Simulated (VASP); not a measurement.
Cs2SnI6: electric field gradients with PBEsol

The system is Cs2SnI6.

```
CELL_PARAMETERS angstrom
0.00000 5.76862 5.76862
5.76862 0.00000 5.76862
5.76862 5.76862 0.00000
ATOMIC_POSITIONS crystal
Cs 0.25000 0.25000 0.25000
Cs 0.75000 0.75000 0.75000
Sn 0.00000 0.00000 0.00000
I 0.75043 0.24957 0.24957
I 0.24957 0.75043 0.24957
I 0.24957 0.75043 0.75043
I 0.75043 0.24957 0.75043
I 0.24957 0.24957 0.75043
I 0.75043 0.75043 0.24957
```

| Quantity | Value |
| --- | --- |
| Program | VASP 6.6.1 |
| Task | electric field gradients |
| Functional | PBEsol |
| Potentials or basis | VASP PAW PBE potentials, release 64 (Cs_sv, Sn_d, I) |
| Cutoff | 400 eV |
| k mesh | 6 × 6 × 6 |
| Occupations | fermi-dirac, width 0.15 eV |
| Spin | no spin polarisation |
| Dipole correction | no |
| Further INCAR settings | ALGO = Normal; EDIFF = 1e-08; NBANDS = 47 |

```
Pressure                                : 0.0 GPa
Largest force                           : 0.004 eV/Å
Band gap on the k mesh                  : zero (filled and empty bands touch)
Largest electric field gradient by atom : Cs +0.0; Sn +0.0; I +523.5 V/Å²
```

Forces on the atoms (eV/Å):
```
Cs   0.000  0.000  0.000
Cs   0.000  0.000  0.000
Sn   0.000  0.000  0.000
I    0.004  0.000  0.000
I    0.000  0.004  0.000
I   -0.004  0.000  0.000
I    0.000 -0.004  0.000
I    0.000  0.000  0.004
I    0.000  0.000 -0.004
```

Levels at points of the mesh, in eV from the Fermi level:
```tsv
k point	band 34	band 35	band 36	band 37	band 38	band 39	band 40	band 41
(0.00, 0.00, 0.00)	-0.79	-0.46	-0.33	-0.33	-0.33	3.51	3.51	3.51
(0.50, 0.00, 0.00)	-0.78	-0.77	-0.63	-0.63	0.64	2.95	4.69	4.69
(0.50, 0.50, 0.00)	-1.06	-1.06	-0.94	-0.36	1.04	4.06	4.06	4.23
```

Electric field gradients, principal values (V/Å²):
| atom | least | middle | greatest (by size) |
| --- | --- | --- | --- |
| 1 Cs | -0.001 | 0.001 | 0.001 |
| 2 Cs | -0.001 | 0.001 | 0.001 |
| 3 Sn | -0.003 | -0.003 | 0.007 |
| 4 I | -261.755 | -261.755 | 523.511 |
| 5 I | -261.755 | -261.755 | 523.511 |
| 6 I | -261.755 | -261.755 | 523.511 |
| 7 I | -261.755 | -261.755 | 523.511 |
| 8 I | -261.755 | -261.755 | 523.511 |
| 9 I | -261.755 | -261.755 | 523.511 |

Run time: 6.9 min on 1 thread of Intel Xeon 8259CL, on a shared host, peak memory 0.51 GiB.

Caveat: semilocal functionals underestimate gaps, and a narrow one can read as zero; without QUAD_EFG the Cq values of the log hold for a quadrupole moment of 1 mb, not for the nuclei; the PAW data sets were made with another functional, which shifts forces and pressure a little; spin-orbit coupling is left out, which moves the levels of the heavy elements.
